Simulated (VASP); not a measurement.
Rh, 1 atom in the cell. It takes space group Fm-3m (No. 225, cubic). The conventional cell has a = 3.783 Å, b = 3.783 Å, c = 3.783 Å, α = 90.00°, β = 90.00°, γ = 90.00°. Rh (site symmetry m-3m) has 12 Rh at 2.68 Å within 3.5 Å. 

- Program: VASP 6.6.1
- Task: single point
- Functional: PBEsol
- Potentials or basis: VASP PAW PBE potentials, release 64 (Rh_pv)
- Cutoff: 520 eV
- k mesh: 8 × 8 × 8
- Occupations: methfessel-paxton, width 0.05 eV
- Spin: no spin polarisation
- Dipole correction: no
- Further INCAR settings: ALGO = Normal; EDIFF = 1e-06; NBANDS = 14

Potentials or basis: VASP PAW PBE potentials, release 64 (Rh_pv).

Launch:

```bash
$ cat potpaw_PBE.64/Rh_pv/POTCAR > POTCAR
$ mpirun -np 1 vasp_std > vasp.out
```

Hardware: 1 thread of Intel Xeon 6975P-C (shared host).

Problem. Estimate the wall time of this run.

Solution. Run time: 2.8 s on 1 thread of Intel Xeon 6975P-C, with other jobs on the host, peak memory 0.13 GiB. Counts: scf iterations 11, k points 29.
